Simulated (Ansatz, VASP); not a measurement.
## Hf in VASP and in Ansatz

INCAR

```
SYSTEM = Hf
  PREC = Accurate
  ENCUT = 520
  EDIFF = 1E-7
  ISMEAR = -1
  SIGMA = 0.05
  LREAL = .FALSE.
  LASPH = .TRUE.
  NELM = 100
  ALGO = Normal
  ISIF = 2
  LWAVE = .FALSE.
  LCHARG = .FALSE.
  GGA = PS
  NBANDS = 39
```

KPOINTS

```
Automatic mesh
0
G
  10 7 1
  0 0 0
```

File POSCAR:

```
Hf
1.0
    3.1588656729      0.0000000000      0.0000000000
    0.0000000000      4.9986711415      0.0000000000
    0.0000000000      0.0000000000     22.3832000000
Hf
6
Direct
    0.7500000000      0.7500000000      0.3623767524
    0.2500000000      0.2500000000      0.4013869577
    0.2500000000      0.7500000000      0.4781961931
    0.7500000000      0.2500000000      0.5218038067
    0.7500000000      0.7500000000      0.5986130559
    0.2500000000      0.2500000000      0.6376232342
```

Input for Ansatz:

```yaml
crystal:
  lattice:
    - [3.1588656729, 0.0, 0.0]
    - [0.0, 4.9986711415, 0.0]
    - [0.0, 0.0, 22.3832]
  atoms:
    - { symbol: Hf, position: [0.75, 0.75, 0.3623767524] }
    - { symbol: Hf, position: [0.25, 0.25, 0.4013869577] }
    - { symbol: Hf, position: [0.25, 0.75, 0.4781961931] }
    - { symbol: Hf, position: [0.75, 0.25, 0.5218038067] }
    - { symbol: Hf, position: [0.75, 0.75, 0.5986130559] }
    - { symbol: Hf, position: [0.25, 0.25, 0.6376232342] }
kpoints:
  mp_grid: { grid: [10, 7, 1] }
scf:
  occupations: { method: fermi_dirac, width: 0.05 }
hamiltonian:
  xc: pbesol
  pseudopotentials: { kind: paw }
output:
  forces: true
  stress: true
  eigenvalues: true
  core_levels:
    shells: { Hf: ["4f"] }
    counted_from: fermi_level
    add_spin: false
  write_density: true
  write_potential: true
  elf: true
  volumetric_format: npy
```

Alike in both runs: task single point; functional PBEsol; k mesh 10 × 7 × 1; occupations fermi-dirac, width 0.05 eV; no spin polarisation.

|  | VASP | Ansatz |
| --- | --- | --- |
| version | VASP 6.6.1 | Ansatz 0.2.0 |
| potentials or method | VASP PAW PBE potentials, release 64 (Hf_pv) | PAW with Ansatz's default frozen-core files, scalar-relativistic |
| plane-wave cutoff (eV) | 520 | 420 |
| valence electrons in the cell | 60 | 156 |

|  | VASP | Ansatz | Ansatz less VASP |
| --- | --- | --- | --- |
| rms of the force components (eV/Å) | 0.014 | 0.001 | -0.0128 |

VASP's potentials were made for PBE, not for PBEsol. Atom by atom the forces differ by 0.015 eV/Å (rms over components). VASP's potentials hold 60 valence electrons a cell and Ansatz's 156, so a difference there can come from the potentials and not from the codes. Ansatz's warnings: xc potential rough in thin density.

Neither program's run includes spin-orbit coupling.
